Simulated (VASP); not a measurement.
Crystal: HfN (mp).

```xyz
2
Lattice="0.0000 2.2560 2.2560 2.2560 0.0000 2.2560 2.2560 2.2560 0.0000" Properties=species:S:1:pos:R:3 pbc="T T T"
Hf    0.0000    0.0000    0.0000
N     2.2560    2.2560    2.2560
```

| Quantity | Value |
| --- | --- |
| Program | VASP 6.6.1 |
| Task | relaxation of cell and atoms |
| Functional | PBE |
| Potentials or basis | VASP PAW PBE potentials, release 64 (Hf_pv, N) |
| Cutoff | 600 eV |
| k mesh | 16 × 16 × 16 |
| Occupations | methfessel-paxton, width 0.2 eV |
| Spin | no spin polarisation |

At the start: pressure 4.0 GPa; volume 11.48 Å³/atom.

Q: Where does the relaxation end?

A: Over 3 steps the energy falls by 2.1 meV/atom and the volume is 11.65 Å³/atom (+1.5 %); space group Fm-3m (No. 225, to 0.05 Å).

The path:
```
step  energy change (eV)  largest force (eV/Å)  pressure (GPa)  volume (Å³)
   1              0.0000                0.0000            4.04        22.96
   2              0.0100                0.0000           -6.91        23.94
   3             -0.0041                0.0000           -0.02        23.30
```

Final structure:
```cif
data_structure
_symmetry_space_group_name_H-M 'P 1'
_symmetry_Int_Tables_number 1
_cell_length_a 3.2060
_cell_length_b 3.2060
_cell_length_c 3.2060
_cell_angle_alpha 60.000
_cell_angle_beta 60.000
_cell_angle_gamma 60.000
_cell_volume 23.30
loop_
_atom_site_label
_atom_site_type_symbol
_atom_site_fract_x
_atom_site_fract_y
_atom_site_fract_z
_atom_site_occupancy
Hf1 Hf 0.00000 0.00000 0.00000 1
N1 N 0.50000 0.50000 0.50000 1
```
